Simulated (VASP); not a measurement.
A run of VASP 6.6.1:

Contents of INCAR:

```
PREC = Accurate
ENCUT = 520
EDIFF = 1E-7
ISMEAR = 0
SIGMA = 0.1
LREAL = F
LASPH = T
NELM = 60
ALGO = Normal
ISIF = 2
LWAVE = F
LCHARG = F
GGA = PS
NBANDS = 8
```

File KPOINTS:

```
Automatic mesh
0
Gamma
  14 14 14
```

Contents of POSCAR:

```
Sb
1.0
    3.1217932164      0.0000000000      0.0000000000
    0.0000000000      3.1217932164      0.0000000000
    0.0000000000      0.0000000000      3.1217932164
Sb
1
Direct
    0.0000000000      0.0000000000      0.0000000000
```

Potentials or basis: VASP PAW PBE potentials, release 64 (Sb).

Launch:

```console
$ cat potpaw_PBE.64/Sb/POTCAR > POTCAR
$ mpirun -np 1 vasp_std > vasp.out
```

Hardware: 1 thread of Intel(R) Xeon(R) Platinum 8559C (Emerald Rapids), on a shared host.

**Question.** Estimate the wall time of this run.

**Answer.** Run time: 7.2 s on 1 thread of Intel(R) Xeon(R) Platinum 8559C (Emerald Rapids) (shared host), peak memory 0.15 GiB. Counts: scf iterations 11, k points 120.
